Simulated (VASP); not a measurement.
Crystal: Sn3PdO8.

```
Pd Sn O
1.0
     4.73735    0.00000    0.00000
     0.00000    4.73735    0.00000
     0.00000    0.00000    6.37280
Pd Sn O
1 3 8
Direct
  0.00000 0.00000 0.00000
  0.00000 0.00000 0.50000
  0.50000 0.50000 0.24640
  0.50000 0.50000 0.75360
  0.30028 0.30028 0.00000
  0.30836 0.30836 0.50000
  0.18970 0.81030 0.24409
  0.18970 0.81030 0.75591
  0.69972 0.69972 0.00000
  0.69164 0.69164 0.50000
  0.81030 0.18970 0.24409
  0.81030 0.18970 0.75591
```

Base run:

| Property | Result |
| --- | --- |
| Program | VASP 6.6.1 |
| Functional | PBEsol |
| Potentials or basis | VASP PAW PBE potentials, release 64 (Pd_sv_GW, Sn_d, O) |
| Cutoff | 700 eV |
| k mesh | 4 × 4 × 3 |
| Occupations | gaussian, width 0.05 eV |
| Spin | no spin polarisation |
| Hubbard terms | Pd d U = 4.0 eV |

Its results: band gap on the k mesh 0.90 eV (least direct gap 0.91 eV); pressure -2.2 GPa; largest force 0.138 eV/Å.

The run is repeated on the same cell with these changes: potentials or basis from VASP PAW PBE potentials, release 64 (Pd_sv_GW, Sn_d, O) to VASP PAW PBE potentials, release 64 (Pd, Sn_d, O); cutoff from 700 eV to 520 eV; spin from no spin polarisation to collinear spin; valence electrons from 108 to 100. What comes out?

Band gap on the k mesh 0.70 eV (least direct gap 0.73 eV); pressure -3.3 GPa; net moment 0.00 μB per cell; largest force 0.361 eV/Å.

Caveats: the PAW data sets were made with another functional, which shifts forces and pressure a little; spin-orbit coupling is left out, which moves the levels of the heavy elements; the cell stands under tension (at least some runs); semilocal functionals underestimate gaps, and a narrow one can read as zero (at least some runs).

A k mesh can miss the band edges.
